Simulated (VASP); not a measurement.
# Cd (Fm-3m) in VASP: further runs

Cd is run at these levels: LDA; tasks: single point.

All numbers are computed with VASP 6.6.1; they aren't measurements. Logs are shortened: lines on timing, memory, paths and dates and some standing lists are left out, and cuts for length are marked.

## (1) The cell of the first run

Symmetry: Fm-3m, No. 225, cubic system. The conventional cell has a = 4.052 Å, b = 4.052 Å, c = 4.052 Å, α = 90.00°, β = 90.00°, γ = 90.00°. Within 3.8 Å of Cd (site symmetry m-3m) lie 12 Cd at 2.87 Å.

This isn't the form of Cd at room conditions, which is hcp.

## (2) Single point, LDA

File INCAR:

```
PREC = Accurate
ENCUT = 500
EDIFF = 1E-6
ISMEAR = 0
SIGMA = 0.1
LREAL = F
LASPH = T
NELM = 120
ALGO = Normal
ISIF = 2
LWAVE = F
LCHARG = T
GGA = CA
LELF = T
LVHAR = T
NBANDS = 12
GGA_COMPAT = F
```

File KPOINTS:

```
regular mesh
0
Gamma
  8 8 8
```

File POSCAR:

```
Cd
1.0
    0.0000000000      2.0260463383      2.0260463383
    2.0260463383      0.0000000000      2.0260463383
    2.0260463383      2.0260463383      0.0000000000
Cd
1
Direct
    0.0000000000      0.0000000000      0.0000000000
```

Potentials or basis: VASP PAW LDA potentials, release 64 (Cd).

Run with:

```bash
$ cat potpaw_LDA.64/Cd/POTCAR > POTCAR
$ mpirun -np 1 vasp_std > vasp.out
```

OUTCAR:

```text
PREC = Accurate
   ENCUT = 500
   EDIFF = 1E-6
   ISMEAR = 0
   LREAL = F
   LASPH = T
   NELM = 120
   ISIF = 2
   GGA = CA

 ion  position               nearest neighbor table
   1  0.000  0.000  0.000-

  LATTYP: Found a face centered cubic cell.
 ALAT       =     4.0520926766

  Lattice vectors:

 A1 = (   0.0000000000,   2.0260463383,   2.0260463383)
 A2 = (   2.0260463383,   0.0000000000,   2.0260463383)
 A3 = (   2.0260463383,   2.0260463383,   0.0000000000)

Analysis of symmetry for initial positions (statically):
=====================================================================
 Subroutine PRICEL returns:
 Original cell was already a primitive cell.

 Routine SETGRP: Setting up the symmetry group for a
 face centered cubic supercell.

 Subroutine GETGRP returns: Found 48 space group operations
 (whereof 48 operations were pure point group operations)
 out of a pool of 48 trial point group operations.

The static configuration has the point symmetry O_h .

Analysis of symmetry for dynamics (positions and initial velocities):
=====================================================================
 Subroutine PRICEL returns:
 Original cell was already a primitive cell.

 Routine SETGRP: Setting up the symmetry group for a
 face centered cubic supercell.

 Subroutine GETGRP returns: Found 48 space group operations
 (whereof 48 operations were pure point group operations)
 out of a pool of 48 trial point group operations.

The dynamic configuration has the point symmetry O_h .

 Subroutine INISYM returns: Found 48 space group operations
 (whereof 48 operations are pure point group operations),
 and found     1 'primitive' translations

----------------------------------------------------------------------------------------

                                     Primitive cell

  volume of cell :      16.6333

  direct lattice vectors                    reciprocal lattice vectors
     0.000000000  2.026046338  2.026046338    -0.246786063  0.246786063  0.246786063
     2.026046338  0.000000000  2.026046338     0.246786063 -0.246786063  0.246786063
     2.026046338  2.026046338  0.000000000     0.246786063  0.246786063 -0.246786063

  length of vectors
     2.865262210  2.865262210  2.865262210     0.427446000  0.427446000  0.427446000

  position of ions in fractional coordinates (direct lattice)
     0.000000000  0.000000000  0.000000000

  ion indices of the primitive-cell ions
   primitive index   ion index
                 1           1

----------------------------------------------------------------------------------------

 KPOINTS: regular mesh

Automatic generation of k-mesh.
 Grid dimensions read from file:
 generate k-points for:    8    8    8

 Generating k-lattice:

  Cartesian coordinates                     Fractional coordinates (reciprocal lattice)
    -0.030848258  0.030848258  0.030848258     0.125000000  0.000000000  0.000000000
     0.030848258 -0.030848258  0.030848258     0.000000000  0.125000000  0.000000000
     0.030848258  0.030848258 -0.030848258     0.000000000  0.000000000  0.125000000

  Length of vectors
     0.053430750  0.053430750  0.053430750

  Shift w.r.t. Gamma in fractional coordinates (k-lattice)
     0.000000000  0.000000000  0.000000000

 Subroutine IBZKPT returns following result:
 ===========================================

 Found     29 irreducible k-points:

 Following reciprocal coordinates:
            Coordinates               Weight
  0.000000  0.000000  0.000000      1.000000
  0.125000  0.000000  0.000000      8.000000
  0.250000  0.000000  0.000000      8.000000
  0.375000  0.000000  0.000000      8.000000
  0.500000  0.000000  0.000000      4.000000
  0.125000  0.125000  0.000000      6.000000
[... 16 lines left out ...]
  0.500000  0.250000  0.125000     48.000000
 -0.375000  0.250000  0.125000     24.000000
 [... further k-points ...]
   k-points           NKPTS =     29   k-points in BZ     NKDIM =     29   number of bands    NBANDS=     12
   number of dos      NEDOS =    301   number of ions     NIONS =      1
   total plane-waves  NPLWV =  13824
   dimension x,y,z NGX =    24 NGY =   24 NGZ =   24
   dimension x,y,z NGXF=    48 NGYF=   48 NGZF=   48
   ions per type =               1
   NGX,Y,Z   is equivalent  to a cutoff of  13.93, 13.93, 13.93 a.u.
   NGXF,Y,Z  is equivalent  to a cutoff of  27.85, 27.85, 27.85 a.u.
 SYSTEM =  unknown system
   PREC   = accura    normal or accurate (medium, high low for compatibility)
   ISTART =      0    job   : 0-new  1-cont  2-samecut
   ICHARG =      2    charge: 1-file 2-atom 10-const
   ISPIN  =      1    spin polarized calculation?
   LNONCOLLINEAR =      F non collinear calculations
   LSORBIT =      F    spin-orbit coupling
   LASPH  =      T    aspherical Exc in radial PAW
   ENCUT  =  500.0 eV  36.75 Ry    6.06 a.u.   5.22  5.22  5.22*2*pi/ulx,y,z
   NELM   =    120;   NELMIN=  2; NELMDL= -5     # of ELM steps
   EDIFF  = 0.1E-05   stopping-criterion for ELM
   LREAL  =      F    real-space projection
   EDIFFG = 0.1E-04   stopping-criterion for IOM
   NSW    =      0    number of steps for IOM
   IBRION =     -1    ionic relax: 0-MD 1-quasi-New 2-CG
   NFREE  =      0    steps in history (QN), initial steepest desc. (CG)
   ISIF   =      2    stress and relaxation
   ISYM   =      2    0-nonsym 1-usesym 2-fastsym
   POTIM  = 0.5000    time-step for ionic-motion
   TEBEG  =    0.0;   TEEND  =   0.0 temperature during run
   PSTRESS=    0.0 pullay stress
   NELECT =      12.0000    total number of electrons
   NUPDOWN=      -1.0000    fix difference up-down
   EMIN   =  10.00;   EMAX   =-10.00  energy-range for DOS
   EFERMI =   0.00;   METHOD = LEGACY
   ISMEAR =     0;   SIGMA  =   0.10  broadening in eV -4-tet -1-fermi 0-gaus
   EFERMI_NEDOS =   21; number of points for ismear=-14 and -15
   IALGO  =     38    algorithm
   IMIX   =      4    mixing-type and parameters
     AMIX     =   0.40;   BMIX     =  1.00
     AMIX_MAG =   1.60;   BMIX_MAG =  1.00
  volume/ion in A,a.u.               =      16.63       112.25
  Fermi-wavevector in a.u.,A,eV,Ry     =   1.468281  2.774649 29.332111  2.155849
  Thomas-Fermi vector in A             =   2.583798
   LORBIT       =      0    0 simple, 1 ext, 2 COOP (PROOUT), +10 PAW based schemes
   GGA     = CA    functional components
   LHFCALC =     F    Hartree Fock is set to
   AEXX    =    0.0000 exact exchange contribution
   IVDW    =     0    specifies the selected vdW correction
   LEPSILON=     F    determine dielectric tensor
   LRPA    =     F    only Hartree local field effects (RPA)
 non-spin polarized calculation
 Gauss-broadening in eV      SIGMA  =   0.10
  energy-cutoff  :      500.00
  volume of cell :       16.63
 maximum number of plane-waves:       444
 NGX is ok and might be reduce to    24
   NGX = 11   NGY = 11   NGZ = 11

 number of electron      12.0000000 magnetization

 Free energy of the ion-electron system (eV)
  ---------------------------------------------------
  ext. energy  EPLUGINS =         0.00000000
  ---------------------------------------------------
  free energy    TOTEN  =        -1.30495900 eV

  energy without entropy =       -1.30236728  energy(sigma->0) =       -1.30366314

 E-fermi :   4.7830     XC(G=0): -12.8389

 val. band max:        4.7681618027   @ k =  -0.3750   0.2500   0.1250
 cond. band min:       5.0411739537   @ k =   0.5000   0.1250   0.0000
 fundamental gap:      0.2730121510
 Fermi energy:         4.7830276122

 k-point     1 :       0.0000    0.0000    0.0000
  band No.  band energies     occupation
      1      -6.1838      2.00000
      2      -5.1312      2.00000
      3      -5.1312      2.00000
      4      -5.1312      2.00000
      5      -4.3140      2.00000
      6      -4.3140      2.00000
      7      19.7674      0.00000
      8      22.4894      0.00000
      9      22.4894      0.00000
     10      22.4894      0.00000
     11      26.7797      0.00000
     12      26.7797      0.00000

 k-point     2 :       0.1250    0.0000    0.0000
  band No.  band energies     occupation
      1      -5.7736      2.00000
      2      -5.1158      2.00000
      3      -5.0327      2.00000
      4      -5.0327      2.00000
      5      -4.3343      2.00000
      6      -4.3343      2.00000
      7      17.8623      0.00000
      8      20.4702      0.00000
      9      22.1255      0.00000
     10      22.1255      0.00000
     11      26.1712      0.00000
     12      27.2394      0.00000

 k-point     3 :       0.2500    0.0000    0.0000
  band No.  band energies     occupation
      1      -5.7655      2.00000
      2      -4.9613      2.00000
      3      -4.9613      2.00000
      4      -4.1949      2.00000
      5      -4.1949      2.00000
      6      -3.7814      2.00000
      7      12.5613      0.00000
      8      20.0369      0.00000
      9      21.3348      0.00000
     10      21.3348      0.00000
     11      25.9138      0.00000
     12      26.0608      0.00000
[... 286 lines left out ...]
 k-point    23 :       0.5000    0.2500    0.1250
  band No.  band energies     occupation
      1      -5.6428      2.00000
      2      -5.2823      2.00000
      3      -4.8605      2.00000
      4      -4.4165      2.00000
      5      -3.8657      2.00000
      6       0.5770      2.00000
      7       8.5786      0.00000
      8      13.3034      0.00000
      9      15.8362      0.00000
     10      21.6614      0.00000
     11      25.0873      0.00000
     12      28.1682      0.00000

 k-point    24 :      -0.3750    0.2500    0.1250
  band No.  band energies     occupation
      1      -5.6714      2.00000
      2      -5.4020      2.00000
      3      -4.6101      2.00000
      4      -4.5773      2.00000
      5      -3.7194      2.00000
      6       3.5828      2.00000
      7       4.7682      1.16652
      8      13.8960      0.00000
      9      14.2973      0.00000
     10      21.2361      0.00000
     11      25.4102      0.00000
     12      30.6159      0.00000

 [... further k-points ...]

------------------------ aborting loop because EDIFF is reached ----------------------------------------

  FORCE on cell =-STRESS in cart. coord.  units (eV):
  Direction    XX          YY          ZZ          XY          YZ          ZX
  --------------------------------------------------------------------------------------
  -------------------------------------------------------------------------------------
  Total        2.2417174      2.2417174      2.2417174     -0.0000000      0.0000000      0.0000000
  in kB      215.9301706    215.9301706    215.9301706     -0.0000000      0.0000000      0.0000000
  external PRESSURE =     215.9301706 kB  Pullay stress =       0.0000000 kB

 VOLUME and BASIS-vectors are now :
 -----------------------------------------------------------------------------
  energy-cutoff  :      500.00
  volume of cell :       16.63
      direct lattice vectors                 reciprocal lattice vectors
     0.000000000  2.026046338  2.026046338    -0.246786063  0.246786063  0.246786063
     2.026046338  0.000000000  2.026046338     0.246786063 -0.246786063  0.246786063
     2.026046338  2.026046338  0.000000000     0.246786063  0.246786063 -0.246786063

 POSITION                                       TOTAL-FORCE (eV/Angst)
 -----------------------------------------------------------------------------------
      0.00000      0.00000      0.00000         0.000000     -0.000000      0.000000
 -----------------------------------------------------------------------------------
    total drift:                               -0.000000      0.000000     -0.000000

  FREE ENERGIE OF THE ION-ELECTRON SYSTEM (eV)
  ---------------------------------------------------
  free  energy   TOTEN  =        -1.3049590000 eV

  energy  without entropy=       -1.3023672776  energy(sigma->0) =       -1.30366314
```

It took 2.2 s on 1 thread of Intel Xeon 6975P-C (Granite Rapids), shared host; peak memory 0.12 GiB.

What came out:

```yaml
Free_energy: -1.3050 eV
Pressure: 21.6 GPa
Band_gap_on_the_k_mesh: zero (bands 6 and 7 overlap by 3.08 eV)
```

Levels at points of the mesh, in eV from the Fermi level:
| k point | band 4 | band 5 | band 6 | band 7 | band 8 | band 9 |
| --- | --- | --- | --- | --- | --- | --- |
| (0.00, 0.00, 0.00) | -9.91 | -9.10 | -9.10 | 14.98 | 17.71 | 17.71 |
| (0.50, 0.00, 0.00) | -8.45 | -8.45 | -3.40 | -0.61 | 14.01 | 15.21 |
| (0.50, 0.50, 0.00) | -8.28 | -8.28 | -1.47 | 2.71 | 7.85 | 7.85 |

Caveat: the cell stands under pressure.

## (3) Single point, LDA

This run uses another cell than the first one, of 15.82 Å³/atom.

File INCAR:

```
SYSTEM = Cd
  ALGO = Normal
  EDIFF = 1E-6
  ENCUT = 500
  GGA = CA
  GGA_COMPAT = .FALSE.
  ISIF = 2
  ISMEAR = 0
  LASPH = .TRUE.
  LCHARG = .FALSE.
  LREAL = .FALSE.
  LWAVE = .FALSE.
  NBANDS = 12
  NELM = 120
  PREC = Accurate
  SIGMA = 0.1
```

File KPOINTS:

```
k-points
0
G
  8 8 8
  0 0 0
```

File POSCAR:

```
Cd
1.0
    0.0000000000      1.9922776735      1.9922776735
    1.9922776735      0.0000000000      1.9922776735
    1.9922776735      1.9922776735      0.0000000000
Cd
1
Direct
    0.0000000000      0.0000000000      0.0000000000
```

Potentials or basis: VASP PAW LDA potentials, release 64 (Cd).

Run with:

```bash
$ cat potpaw_LDA.64/Cd/POTCAR > POTCAR
$ mpirun -np 1 vasp_std > vasp.out
```

Run time: 2 s. Hardware: 1 thread of Intel Xeon 6975P-C (Granite Rapids), shared host; peak memory 0.12 GiB.

The run converged. Its results:

```yaml
Free_energy: -1.1692 eV
Pressure: 32.0 GPa
Band_gap_on_the_k_mesh: zero (bands 6 and 7 overlap by 2.99 eV)
```

Levels at points of the mesh, in eV from the Fermi level:
```
           k point  band 3  band 4  band 5  band 6  band 7  band 8  band 9  band 10
(0.00, 0.00, 0.00)  -10.28  -10.28   -9.38   -9.38   14.98   18.05   18.05    18.05
(0.50, 0.00, 0.00)  -10.29   -8.66   -8.66   -3.79   -0.59   13.99   15.61    15.61
(0.50, 0.50, 0.00)   -8.70   -8.48   -8.48   -1.76    2.85    7.91    7.91    13.82
```

Caveat: the cell stands under pressure.

## (4) Single point, LDA

This run uses another cell than the first one, of 17.86 Å³/atom.

File INCAR:

```
ALGO = Normal ; EDIFF = 1E-6
ENCUT = 500 ; GGA_COMPAT = False
ISIF = 2 ; ISMEAR = 0
LASPH = True ; LCHARG = False
LREAL = False ; LWAVE = False
NBANDS = 12 ; NELM = 120
PREC = Accurate ; SIGMA = 0.1
```

File KPOINTS:

```
k-points
0
Gamma
  8 8 8
```

File POSCAR:

```
Cd
1.0
    0.0000000000      2.0748443938      2.0748443938
    2.0748443938      0.0000000000      2.0748443938
    2.0748443938      2.0748443938      0.0000000000
Cd
1
Direct
    0.0000000000      0.0000000000      0.0000000000
```

Run with:

```bash
$ cat potpaw_LDA.64/Cd/POTCAR > POTCAR
$ mpirun -np 1 vasp_std > vasp.out
```

Wall time 2 s (1 thread of Intel Xeon 6975P-C (Granite Rapids), shared host); peak memory 0.12 GiB.

It converged, with:

* Free energy: -1.4265 eV
* Pressure: 11.0 GPa
* Band gap on the k mesh: zero (bands 6 and 7 overlap by 3.19 eV)

Levels at points of the mesh, in eV from the Fermi level:
```tsv
k point	band 4	band 5	band 6	band 7	band 8	band 9
(0.00, 0.00, 0.00)	-9.48	-8.77	-8.77	14.91	17.14	17.14
(0.50, 0.00, 0.00)	-8.20	-8.20	-2.92	-0.68	13.97	14.61
(0.50, 0.50, 0.00)	-8.06	-8.06	-1.11	2.48	7.71	7.71
```

Caveat: the cell stands under pressure.

## (5) The runs side by side

| cell | gap on the mesh (eV) | pressure (GPa) |
| --- | --- | --- |
| a = 2.865 Å, angles 60.0°, 1 atom | none | 21.6 |
| a = 2.818 Å, angles 60.0°, 1 atom | none | 32.0 |
| a = 2.934 Å, angles 60.0°, 1 atom | none | 11.0 |

Alike in all rows: task single point; level LDA; potentials or basis VASP PAW LDA potentials, release 64 (Cd); no spin polarisation; k mesh 8 × 8 × 8; cutoff (eV) 500; smearing gaussian 0.1 eV.

Caveats: the cell stands under pressure.

Absolute energies hang on the potentials; compare differences alone.
